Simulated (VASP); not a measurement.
A run of VASP 6.6.1:

The input INCAR:

```
PREC = Accurate
ENCUT = 600
EDIFF = 1E-6
ISMEAR = 0
SIGMA = 0.05
LREAL = F
LASPH = T
NELM = 100
ALGO = Normal
ISIF = 4
LWAVE = F
LCHARG = F
GGA = PE
IBRION = 2
NSW = 60
EDIFFG = -0.01
```

The input KPOINTS:

```
regular mesh
0
Gamma
  10 10 6
```

File POSCAR:

```
AlN
1.0
    3.0472040594      0.0000000000      0.0000000000
   -1.5236020297      2.6389561260      0.0000000000
    0.0000000000      0.0000000000      4.8715633135
Al N
2 2
Direct
    0.3333333333      0.6666666667     -0.0011045629
    0.6666666667      0.3333333333      0.4988954371
    0.3333333333      0.6666666667      0.3811045629
    0.6666666667      0.3333333333      0.8811045629
```

Potentials or basis: VASP PAW PBE potentials, release 64 (Al, N).

The run is started by

```sh
$ cat potpaw_PBE.64/Al/POTCAR potpaw_PBE.64/N/POTCAR > POTCAR
$ mpirun -np 1 vasp_std > vasp.out
```

Hardware: 1 thread of Intel(R) Xeon(R) Platinum 8375C CPU @ 2.90GHz (Ice Lake), with other jobs on the host.

Problem. Estimate the wall time of this run.

Solution. Wall time 30 s on 1 thread of Intel(R) Xeon(R) Platinum 8375C CPU @ 2.90GHz (Ice Lake), on a shared host, peak memory 0.17 GiB. Counts: scf iterations 21, k points 56, ion steps 3.
